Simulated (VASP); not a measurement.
# AgCl in VASP: further runs

The runs below take AgCl through single point, with r2SCAN.

Program: VASP 6.6.1. These are calculated values, not measurements. Logs are shortened: lines on timing, memory, paths and dates and some standing lists are left out, and cuts for length are marked.

## (1) The cell of the first run

It takes space group Cmcm (No. 63, orthorhombic). Conventional cell: a = 3.337 Å, b = 9.907 Å, c = 4.095 Å, α = 90.00°, β = 90.00°, γ = 90.00°. Ag (site symmetry m2m) has 7 Cl at 2.56 to 2.92 Å and 4 Ag at 2.88 to 3.34 Å within 3.4 Å. Within 3.5 Å of Cl (site symmetry m2m) lie 7 Ag at 2.56 to 2.92 Å and 8 Cl at 3.34 to 3.45 Å.

## (2) Single point, r2SCAN

Contents of POSCAR:

```
AgCl
1.0
    1.6685000000     -4.9535000000      0.0000000000
    1.6685000000      4.9535000000      0.0000000000
    0.0000000000      0.0000000000      4.0950000000
Ag Cl
2 2
Direct
    0.6020000000      0.3980000000      0.2500000000
    0.3980000000      0.6020000000      0.7500000000
    0.8600000000      0.1400000000      0.2500000000
    0.1400000000      0.8600000000      0.7500000000
```

Contents of INCAR.step1:

```
PREC = Accurate ; ENCUT = 520
ISMEAR = 0 ; SIGMA = 0.01
LREAL = F ; LASPH = T
NELM = 60 ; NBANDS = 26
GGA = PE ; ALGO = Normal
EDIFF = 1E-4 ; LWAVE = T
LCHARG = F
```

Contents of INCAR.step2:

```
PREC = Accurate ; ENCUT = 520
EDIFF = 1E-7 ; ISMEAR = 0
SIGMA = 0.01 ; LREAL = F
LASPH = T ; NELM = 60
ALGO = Normal ; ISIF = 2
LWAVE = F ; LCHARG = F
METAGGA = R2SCAN ; LMIXTAU = T
NBANDS = 26 ; ISTART = 1
```

Contents of KPOINTS:

```
regular mesh
0
Gamma
  6 6 6
```

Potentials or basis: VASP PAW PBE potentials, release 64 (Ag, Cl).

Command:

```sh
$ cat potpaw_PBE.64/Ag/POTCAR potpaw_PBE.64/Cl/POTCAR > POTCAR
$ cp INCAR.step1 INCAR
$ mpirun -np 1 vasp_std > vasp.out
$ cp INCAR.step2 INCAR
$ mpirun -np 1 vasp_std > vasp.out
```

OUTCAR:

```text
PREC = Accurate
   ENCUT = 520
   EDIFF = 1E-7
   ISMEAR = 0
   LREAL = F
   LASPH = T
   NELM = 60
   ISIF = 2
   METAGGA = R2SCAN
   ISTART = 1

 ion  position               nearest neighbor table
   1  0.602  0.398  0.250-   3 2.56   4 2.67   4 2.67   4 2.67   4 2.67   2 2.88   2 2.88   3 2.92
                             3 2.92
   2  0.398  0.602  0.750-   4 2.56   3 2.67   3 2.67   3 2.67   3 2.67   1 2.88   1 2.88   4 2.92
                             4 2.92
   3  0.860  0.140  0.250-   1 2.56   2 2.67   2 2.67   2 2.67   2 2.67   1 2.92   1 2.92
   4  0.140  0.860  0.750-   2 2.56   1 2.67   1 2.67   1 2.67   1 2.67   2 2.92   2 2.92

  LATTYP: Found a base centered orthorhombic cell.
 ALAT       =     3.3370000000
 B/A-ratio  =     2.9688342823
 C/A-ratio  =     1.2271501349

  Lattice vectors:

 A1 = (   1.6685000000,  -4.9535000000,   0.0000000000)
 A2 = (   1.6685000000,   4.9535000000,   0.0000000000)
 A3 = (   0.0000000000,   0.0000000000,   4.0950000000)

Analysis of symmetry for initial positions (statically):
=====================================================================
 Subroutine PRICEL returns:
 Original cell was already a primitive cell.

 Routine SETGRP: Setting up the symmetry group for a
 base centered orthorhombic supercell.

 Subroutine GETGRP returns: Found  8 space group operations
 (whereof  4 operations were pure point group operations)
 out of a pool of  8 trial point group operations.

The static configuration has the point symmetry C_2h.
 The point group associated with its full space group is D_2h.

Analysis of symmetry for dynamics (positions and initial velocities):
=====================================================================
 Subroutine PRICEL returns:
 Original cell was already a primitive cell.

 Routine SETGRP: Setting up the symmetry group for a
 base centered orthorhombic supercell.

 Subroutine GETGRP returns: Found  8 space group operations
 (whereof  4 operations were pure point group operations)
 out of a pool of  8 trial point group operations.

The dynamic configuration has the point symmetry C_2h.
 The point group associated with its full space group is D_2h.

 Subroutine INISYM returns: Found  8 space group operations
 (whereof  4 operations are pure point group operations),
 and found     1 'primitive' translations

----------------------------------------------------------------------------------------

[... 96 lines left out ...]
   EDIFF  = 0.1E-06   stopping-criterion for ELM
   LREAL  =      F    real-space projection
   EDIFFG = 0.1E-05   stopping-criterion for IOM
   NSW    =      0    number of steps for IOM
   IBRION =     -1    ionic relax: 0-MD 1-quasi-New 2-CG
   NFREE  =      0    steps in history (QN), initial steepest desc. (CG)
   ISIF   =      2    stress and relaxation
   ISYM   =      2    0-nonsym 1-usesym 2-fastsym
   POTIM  = 0.5000    time-step for ionic-motion
   TEBEG  =    0.0;   TEEND  =   0.0 temperature during run
   PSTRESS=    0.0 pullay stress
   NELECT =      36.0000    total number of electrons
   NUPDOWN=      -1.0000    fix difference up-down
   EMIN   =  10.00;   EMAX   =-10.00  energy-range for DOS
   EFERMI =   0.00;   METHOD = LEGACY
   ISMEAR =     0;   SIGMA  =   0.01  broadening in eV -4-tet -1-fermi 0-gaus
   EFERMI_NEDOS =   21; number of points for ismear=-14 and -15
   IALGO  =     38    algorithm
   IMIX   =      4    mixing-type and parameters
     AMIX     =   0.40;   BMIX     =  1.00
     AMIX_MAG =   1.60;   BMIX_MAG =  1.00
  volume/ion in A,a.u.               =      16.92       114.20
  Fermi-wavevector in a.u.,A,eV,Ry     =   1.326381  2.506496 23.936541  1.759286
  Thomas-Fermi vector in A             =   2.455772
   LORBIT       =      0    0 simple, 1 ext, 2 COOP (PROOUT), +10 PAW based schemes
   METAGGA = R2SCAN    functional components
   LHFCALC =     F    Hartree Fock is set to
   AEXX    =    0.0000 exact exchange contribution
   IVDW    =     0    specifies the selected vdW correction
   LEPSILON=     F    determine dielectric tensor
   LRPA    =     F    only Hartree local field effects (RPA)
 non-spin polarized calculation
 Gauss-broadening in eV      SIGMA  =   0.01
  energy-cutoff  :      520.00
  volume of cell :       67.69
 maximum number of plane-waves:      1840
   NGX = 19   NGY = 19   NGZ = 15

 number of electron      36.0000004 magnetization

 Free energy of the ion-electron system (eV)
  ---------------------------------------------------
  ext. energy  EPLUGINS =         0.00000000
  ---------------------------------------------------
  free energy    TOTEN  =       -56.60436502 eV

  energy without entropy =      -56.60436502  energy(sigma->0) =      -56.60436502

 E-fermi :   6.4128     XC(G=0): -11.8971

 val. band max:        6.3411984606   @ k =   0.3333   0.1667   0.0000
 cond. band min:       7.6020175883   @ k =   0.0000   0.0000   0.0000
 fundamental gap:      1.2608191277
 Fermi energy:         6.4127523400

 k-point     1 :       0.0000    0.0000    0.0000
  band No.  band energies     occupation
      1     -10.5430      2.00000
      2      -9.5079      2.00000
      3       0.4266      2.00000
      4       1.4205      2.00000
      5       2.5335      2.00000
      6       2.5581      2.00000
[... 685 lines left out ...]
     25      16.9127      0.00000
     26      18.5651      0.00000

 [... further k-points ...]

------------------------ aborting loop because EDIFF is reached ----------------------------------------

  FORCE on cell =-STRESS in cart. coord.  units (eV):
  Direction    XX          YY          ZZ          XY          YZ          ZX
  --------------------------------------------------------------------------------------
  -------------------------------------------------------------------------------------
  Total        6.2797199      6.6369846      6.0356504      0.0000000      0.0000000      0.0000000
  in kB      148.6375629    157.0938232    142.8605694      0.0000000      0.0000000      0.0000000
  external PRESSURE =     149.5306518 kB  Pullay stress =       0.0000000 kB

 VOLUME and BASIS-vectors are now :
 -----------------------------------------------------------------------------
  energy-cutoff  :      520.00
  volume of cell :       67.69
      direct lattice vectors                 reciprocal lattice vectors
     1.668500000 -4.953500000  0.000000000     0.299670363 -0.100938730  0.000000000
     1.668500000  4.953500000  0.000000000     0.299670363  0.100938730  0.000000000
     0.000000000  0.000000000  4.095000000     0.000000000  0.000000000  0.244200244

 POSITION                                       TOTAL-FORCE (eV/Angst)
 -----------------------------------------------------------------------------------
      1.66850     -1.01051      1.02375         0.000000      0.392912     -0.000000
      1.66850      1.01051      3.07125         0.000000     -0.392912     -0.000000
      1.66850     -3.56652      1.02375         0.000000     -0.459295      0.000000
      1.66850      3.56652      3.07125         0.000000      0.459295      0.000000
 -----------------------------------------------------------------------------------
    total drift:                                0.000000      0.000000      0.000000

  FREE ENERGIE OF THE ION-ELECTRON SYSTEM (eV)
  ---------------------------------------------------
  free  energy   TOTEN  =       -56.6043650181 eV

  energy  without entropy=      -56.6043650181  energy(sigma->0) =      -56.60436502
```

OSZICAR.step1:

```text
N       E                     dE             d eps       ncg     rms          rms(c)
DAV:   1     0.246572551383E+03    0.24657E+03   -0.18248E+04  2704   0.133E+03
DAV:   2     0.187259095537E+01   -0.24470E+03   -0.23318E+03  2990   0.301E+02
DAV:   3    -0.103217030717E+02   -0.12194E+02   -0.12107E+02  3232   0.690E+01
DAV:   4    -0.104376541841E+02   -0.11595E+00   -0.11585E+00  3110   0.728E+00
DAV:   5    -0.104390446803E+02   -0.13905E-02   -0.13904E-02  3248   0.821E-01    0.140E+01
DAV:   6    -0.996384267973E+01    0.47520E+00   -0.92268E-01  2910   0.111E+01    0.948E+00
DAV:   7    -0.996073875813E+01    0.31039E-02   -0.42322E-01  2876   0.368E+00    0.302E+00
DAV:   8    -0.995339367834E+01    0.73451E-02   -0.18881E-02  2848   0.132E+00    0.751E-01
DAV:   9    -0.995316225120E+01    0.23143E-03   -0.66950E-03  3168   0.621E-01    0.986E-02
DAV:  10    -0.995318222802E+01   -0.19977E-04   -0.10994E-04  1784   0.100E-01
   1 F= -.99531822E+01 E0= -.99531822E+01  d E =-.492429E-39
```

It took 9.1 min on 1 thread of Oxide Virtual Turin-like, shared host; peak memory 0.23 GiB.

Results:

- Free energy: -56.6044 eV
- Pressure: 15.0 GPa
- Largest force: 0.459 eV/Å
- Band gap on the k mesh: 1.26 eV (least direct gap 2.48 eV)

Forces on the atoms (eV/Å):
```
Ag   0.000  0.393  0.000
Ag   0.000 -0.393  0.000
Cl   0.000 -0.459  0.000
Cl   0.000  0.459  0.000
```

Caveat: the cell stands under pressure; the PAW data sets were made with another functional, which shifts forces and pressure a little.

## (3) Single point, r2SCAN

POSCAR: that of step 2 with these lines changed.

```diff
@@ -11,2 +11,2 @@
     0.8600000000      0.1400000000      0.2500000000
-    0.1400000000      0.8600000000      0.7500000000
+    0.1459934073      0.8659934073      0.7500000000
```

Contents of INCAR.step1:

```
ALGO = Normal ; EDIFF = 1E-4
ENCUT = 520 ; GGA = PE
ISMEAR = 0 ; LASPH = T
LCHARG = F ; LREAL = F
LWAVE = T ; NBANDS = 26
NELM = 80 ; PREC = Accurate
SIGMA = 0.01
```

Contents of INCAR.step2:

```
ALGO = Normal ; EDIFF = 1E-6
ENCUT = 520 ; ISIF = 2
ISMEAR = 0 ; ISTART = 1
LASPH = T ; LCHARG = F
LMIXTAU = T ; LREAL = F
LWAVE = F ; METAGGA = R2SCAN
NBANDS = 26 ; NELM = 80
PREC = Accurate ; SIGMA = 0.01
```

Contents of KPOINTS:

```
k-points
0
Gamma
  6 6 6
```

Potentials or basis: VASP PAW PBE potentials, release 64 (Ag, Cl).

Command:

```sh
$ cat potpaw_PBE.64/Ag/POTCAR potpaw_PBE.64/Cl/POTCAR > POTCAR
$ cp INCAR.step1 INCAR
$ mpirun -np 1 vasp_std > vasp.out
$ cp INCAR.step2 INCAR
$ mpirun -np 1 vasp_std > vasp.out
```

Wall time 10 min (1 thread of Oxide Virtual Turin-like, shared host); peak memory 0.26 GiB.

Results (log left out):

```yaml
Free_energy: -56.6038 eV
Pressure: 15.0 GPa
Largest_force: 0.462 eV/Å
Band_gap_on_the_k_mesh: 1.26 eV (least direct gap 2.48 eV)
```

Forces in eV/Å, atoms in the order of the input:
```
Ag   0.046  0.393  0.000
Ag   0.002 -0.392  0.000
Cl   0.008 -0.460  0.000
Cl  -0.056  0.459  0.000
```

Stress tensor (GPa, compression positive):
```
14.86 -0.03  0.00
-0.03 15.71  0.00
 0.00  0.00 14.30
```

Levels at points of the mesh, in eV from the valence-band top:
```csv
k point,band 15,band 16,band 17,band 18,band 19,band 20,band 21,band 22
"(0.00, 0.00, 0.00)",-2.29,-1.88,-1.83,-1.22,1.26,3.35,8.79,9.82
"(0.50, 0.00, 0.00)",-1.22,-0.96,-0.06,-0.01,3.73,5.67,5.89,6.61
"(0.00, 0.50, 0.00)",-1.18,-0.92,-0.05,-0.01,3.69,5.64,5.88,6.56
"(0.50, 0.50, 0.00)",-1.90,-1.71,-1.64,-1.41,3.66,5.44,7.04,8.84
"(0.00, 0.00, 0.50)",-1.45,-1.45,-0.25,-0.24,5.39,5.39,7.63,7.64
"(0.50, 0.00, 0.50)",-2.22,-2.21,-1.45,-1.42,3.85,3.85,8.40,8.43
"(0.00, 0.50, 0.50)",-2.21,-2.20,-1.46,-1.42,3.91,3.91,8.42,8.45
"(0.50, 0.50, 0.50)",-0.43,-0.42,-0.33,-0.32,4.58,4.58,8.46,8.46
```

Caveat: the cell stands under pressure; the PAW data sets were made with another functional, which shifts forces and pressure a little.
